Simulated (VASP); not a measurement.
# Cd (P6_3/mmc) in VASP: further runs, part 2 of 2

VASP 6.6.1. Earlier steps stand in the parts before.

## 3. Relaxation of cell and atoms, PBE

This run uses another cell than the first one, of 21.59 Å³/atom, 0.919 times its volume.

INCAR

```
PREC = Accurate ; ENCUT = 600
EDIFF = 1E-6 ; ISMEAR = 0
SIGMA = 0.1 ; LREAL = F
LASPH = T ; NELM = 80
ALGO = Normal ; ISIF = 3
LWAVE = F ; LCHARG = F
GGA = PE ; IBRION = 2
NSW = 80 ; EDIFFG = -0.01
```

KPOINTS

```
regular mesh
0
Gamma
  9 9 4
```

POSCAR

```
Cd
1.0
    2.9788700000      0.0000000000      0.0000000000
   -1.4894350000      2.5797770900      0.0000000000
    0.0000000000      0.0000000000      5.6176500000
Cd
2
Direct
    0.3333333333      0.6666666667      0.2500000000
    0.6666666667      0.3333333333      0.7500000000
```

Potentials or basis: VASP PAW PBE potentials, release 64 (Cd).

Launch:

```bash
$ cat potpaw_PBE.64/Cd/POTCAR > POTCAR
$ mpirun -np 1 vasp_std > vasp.out
```

OUTCAR:

```text
PREC = Accurate
   ENCUT = 600
   EDIFF = 1E-6
   ISMEAR = 0
   LREAL = F
   LASPH = T
   NELM = 80
   ISIF = 3
   GGA = PE
   IBRION = 2
   NSW = 80
   EDIFFG = -0.01

 ion  position               nearest neighbor table
   1  0.333  0.667  0.250-   2 3.29   2 3.29   2 3.29   2 3.29   2 3.29   2 3.29
   2  0.667  0.333  0.750-   1 3.29   1 3.29   1 3.29   1 3.29   1 3.29   1 3.29

  LATTYP: Found a hexagonal cell.
 ALAT       =     2.9788700000
 C/A-ratio  =     1.8858325472

  Lattice vectors:

 A1 = (   2.9788700000,   0.0000000000,   0.0000000000)
 A2 = (  -1.4894350000,   2.5797770900,   0.0000000000)
 A3 = (   0.0000000000,   0.0000000000,   5.6176500000)

Analysis of symmetry for initial positions (statically):
=====================================================================
 Subroutine PRICEL returns:
 Original cell was already a primitive cell.

 Routine SETGRP: Setting up the symmetry group for a
 hexagonal supercell.

 Subroutine GETGRP returns: Found 24 space group operations
 (whereof 12 operations were pure point group operations)
 out of a pool of 24 trial point group operations.

The static configuration has the point symmetry D_3d.
 The point group associated with its full space group is D_6h.

Analysis of symmetry for dynamics (positions and initial velocities):
=====================================================================
 Subroutine PRICEL returns:
 Original cell was already a primitive cell.

 Routine SETGRP: Setting up the symmetry group for a
 hexagonal supercell.

 Subroutine GETGRP returns: Found 24 space group operations
 (whereof 12 operations were pure point group operations)
 out of a pool of 24 trial point group operations.

The dynamic configuration has the point symmetry D_3d.
 The point group associated with its full space group is D_6h.

 Subroutine INISYM returns: Found 24 space group operations
 (whereof 12 operations are pure point group operations),
 and found     1 'primitive' translations

----------------------------------------------------------------------------------------

                                     Primitive cell

  volume of cell :      43.1706

  direct lattice vectors                    reciprocal lattice vectors
     2.978870000  0.000000000  0.000000000     0.335697765  0.193815195  0.000000000
    -1.489435000  2.579777090  0.000000000     0.000000000  0.387630390  0.000000000
     0.000000000  0.000000000  5.617650000     0.000000000  0.000000000  0.178010378

  length of vectors
     2.978870000  2.978869996  5.617650000     0.387630390  0.387630390  0.178010378

  position of ions in fractional coordinates (direct lattice)
     0.333333333  0.666666667  0.250000000
     0.666666667  0.333333333  0.750000000

  ion indices of the primitive-cell ions
   primitive index   ion index
                 1           1
                 2           2

----------------------------------------------------------------------------------------

[... 57 lines left out ...]
   NGX,Y,Z   is equivalent  to a cutoff of  13.39, 13.39, 14.20 a.u.
   NGXF,Y,Z  is equivalent  to a cutoff of  26.79, 26.79, 28.41 a.u.
 SYSTEM =  unknown system
   PREC   = accura    normal or accurate (medium, high low for compatibility)
   ISTART =      0    job   : 0-new  1-cont  2-samecut
   ICHARG =      2    charge: 1-file 2-atom 10-const
   ISPIN  =      1    spin polarized calculation?
   LNONCOLLINEAR =      F non collinear calculations
   LSORBIT =      F    spin-orbit coupling
   LASPH  =      T    aspherical Exc in radial PAW
   ENCUT  =  600.0 eV  44.10 Ry    6.64 a.u.   5.95  5.95 11.22*2*pi/ulx,y,z
   NELM   =     80;   NELMIN=  2; NELMDL= -5     # of ELM steps
   EDIFF  = 0.1E-05   stopping-criterion for ELM
   LREAL  =      F    real-space projection
   EDIFFG = -.1E-01   stopping-criterion for IOM
   NSW    =     80    number of steps for IOM
   IBRION =      2    ionic relax: 0-MD 1-quasi-New 2-CG
   NFREE  =      1    steps in history (QN), initial steepest desc. (CG)
   ISIF   =      3    stress and relaxation
   ISYM   =      2    0-nonsym 1-usesym 2-fastsym
   POTIM  = 0.5000    time-step for ionic-motion
   TEBEG  =    0.0;   TEEND  =   0.0 temperature during run
   PSTRESS=    0.0 pullay stress
   NELECT =      24.0000    total number of electrons
   NUPDOWN=      -1.0000    fix difference up-down
   EMIN   =  10.00;   EMAX   =-10.00  energy-range for DOS
   EFERMI =   0.00;   METHOD = LEGACY
   ISMEAR =     0;   SIGMA  =   0.10  broadening in eV -4-tet -1-fermi 0-gaus
   EFERMI_NEDOS =   21; number of points for ismear=-14 and -15
   IALGO  =     38    algorithm
   IMIX   =      4    mixing-type and parameters
     AMIX     =   0.40;   BMIX     =  1.00
     AMIX_MAG =   1.60;   BMIX_MAG =  1.00
  volume/ion in A,a.u.               =      21.59       145.66
  Fermi-wavevector in a.u.,A,eV,Ry     =   1.346116  2.543790 24.654136  1.812028
  Thomas-Fermi vector in A             =   2.473974
   LORBIT       =      0    0 simple, 1 ext, 2 COOP (PROOUT), +10 PAW based schemes
   GGA     = PE    functional components
   LHFCALC =     F    Hartree Fock is set to
   AEXX    =    0.0000 exact exchange contribution
   IVDW    =     0    specifies the selected vdW correction
   LEPSILON=     F    determine dielectric tensor
   LRPA    =     F    only Hartree local field effects (RPA)
 conjugate gradient relaxation of ions
 non-spin polarized calculation
 Gauss-broadening in eV      SIGMA  =   0.10
  energy-cutoff  :      600.00
  volume of cell :       43.17
 maximum number of plane-waves:      1458
 NGX is ok and might be reduce to    24
   NGX = 11   NGY = 11   NGZ = 23

--------------------------------------- Ionic step        1  -------------------------------------------

 number of electron      24.0000000 magnetization

 Free energy of the ion-electron system (eV)
  ---------------------------------------------------
  ext. energy  EPLUGINS =         0.00000000
  ---------------------------------------------------
  free energy    TOTEN  =        -1.43141004 eV

  energy without entropy =       -1.42374648  energy(sigma->0) =       -1.42757826

------------------------ aborting loop because EDIFF is reached ----------------------------------------

  FORCE on cell =-STRESS in cart. coord.  units (eV):
  Direction    XX          YY          ZZ          XY          YZ          ZX
  --------------------------------------------------------------------------------------
  -------------------------------------------------------------------------------------
  Total        0.9252535      0.9252535      1.0632742      0.0000000      0.0000000      0.0000000
  in kB       34.3386272     34.3386270     39.4609422      0.0000000      0.0000000      0.0000000
  external PRESSURE =      36.0460655 kB  Pullay stress =       0.0000000 kB
[... 89 lines left out ...]
  FREE ENERGIE OF THE ION-ELECTRON SYSTEM (eV)
  ---------------------------------------------------
  free  energy   TOTEN  =        -1.4677122979 eV

  energy  without entropy=       -1.4635553974  energy(sigma->0) =       -1.46563385

[... ionic steps 4 to 11 ...]

--------------------------------------- Ionic step       12  -------------------------------------------

 number of electron      23.9999994 magnetization

------------------------ aborting loop because EDIFF is reached ----------------------------------------
[... 67 lines left out ...]
--------------------------------------- Ionic step       14  -------------------------------------------

 number of electron      23.9999991 magnetization

 Free energy of the ion-electron system (eV)
  ---------------------------------------------------
  ext. energy  EPLUGINS =         0.00000000
  ---------------------------------------------------
  free energy    TOTEN  =        -1.49246257 eV

  energy without entropy =       -1.48875705  energy(sigma->0) =       -1.49060981

 E-fermi :   2.5652     XC(G=0): -10.5387

 val. band max:        2.1702395734   @ k =   0.2222   0.1111   0.0000
 cond. band min:       2.5794884601   @ k =   0.1111   0.1111   0.2500
 fundamental gap:      0.4092488868
 Fermi energy:         2.5652060469

 k-point     1 :       0.0000    0.0000    0.0000
  band No.  band energies     occupation
      1      -7.3576      2.00000
      2      -7.2334      2.00000
      3      -6.7876      2.00000
      4      -6.7876      2.00000
      5      -6.7630      2.00000
      6      -6.7630      2.00000
[... 433 lines left out ...]
      3      -6.7653      2.00000
      4      -6.6445      2.00000
      5      -6.6024      2.00000
      6      -6.6024      2.00000
[... 8 lines left out ...]
     15       5.2185      0.00000
     16       5.4904      0.00000

 [... further k-points ...]
[... 5 lines left out ...]
  --------------------------------------------------------------------------------------
  -------------------------------------------------------------------------------------
  Total       -0.0051185     -0.0051185     -0.0055656      0.0000000      0.0000000      0.0000000
  in kB       -0.1737434     -0.1737434     -0.1889219      0.0000000      0.0000000      0.0000000
  external PRESSURE =      -0.1788029 kB  Pullay stress =       0.0000000 kB
[... 17 lines left out ...]
  FREE ENERGIE OF THE ION-ELECTRON SYSTEM (eV)
  ---------------------------------------------------
  free  energy   TOTEN  =        -1.4924625739 eV

  energy  without entropy=       -1.4887570543  energy(sigma->0) =       -1.49060981

 reached required accuracy - stopping structural energy minimisation
```

CONTCAR:

```text
Cd
   1.00000000000000
     2.9744257292887086   -0.0000000000000000    0.0000000000000000
    -1.4872128646443543    2.5759282387032845   -0.0000000000000000
    -0.0000000000000000   -0.0000000000000001    6.1603624067745359
  Cd
     2
Direct
     0.3333333332999970    0.6666666667000030    0.2500000000000000
     0.6666666667000030    0.3333333332999970    0.7500000000000000

  0.00000000E+00  0.00000000E+00  0.00000000E+00
  0.00000000E+00  0.00000000E+00  0.00000000E+00
```

Run time: 5.4 min. Hardware: 1 thread of AMD EPYC 7R13, shared host; peak memory 0.16 GiB.

Results:

* Free energy: -1.4925 eV
* Relaxed volume: 23.60 Å³/atom
* Relaxed cell: a = 2.974 Å, b = 2.974 Å, c = 6.160 Å, α = 90.00°, β = 90.00°, γ = 120.00°
* Space group after relaxing (to 0.05 Å): P6_3/mmc (No. 194)
* Energy gained by relaxing: 30.5 meV/atom
* Ionic steps: 14
* Pressure after relaxing: 0.0 GPa
* Band gap on the k mesh: zero (band 12 reaches 3.81 eV, above the bottom of band 13 at -0.52 eV)

The path:
```tsv
step	energy change (eV)	largest force (eV/Å)	pressure (GPa)	volume (Å³)
1	0.0000	0.0000	3.60	43.17
2	-0.0360	0.0000	0.26	46.28
3	-0.0363	0.0000	-0.07	46.62
4	-0.0363	0.0000	-0.01	46.55
5	-0.0377	0.0000	0.00	46.58
6	-0.0463	0.0000	-0.22	46.68
7	-0.0604	0.0000	0.11	46.83
8	-0.0607	0.0000	0.06	46.85
9	-0.0608	0.0000	0.11	46.86
10	-0.0607	0.0000	0.31	46.88
11	-0.0608	0.0000	0.35	46.87
12	-0.0608	0.0000	0.21	46.87
13	-0.0606	0.0000	-0.35	47.61
14	-0.0611	0.0000	-0.02	47.20
```

Final structure:
```xyz
2
Lattice="2.9744 0.0000 0.0000 -1.4872 2.5759 0.0000 0.0000 0.0000 6.1604" Properties=species:S:1:pos:R:3 pbc="T T T"
Cd    0.0000    1.7173    1.5401
Cd    1.4872    0.8586    4.6203
```

PBE usually gives volumes a little too large and moduli too small. Zero-point motion and thermal expansion aren't in these numbers.
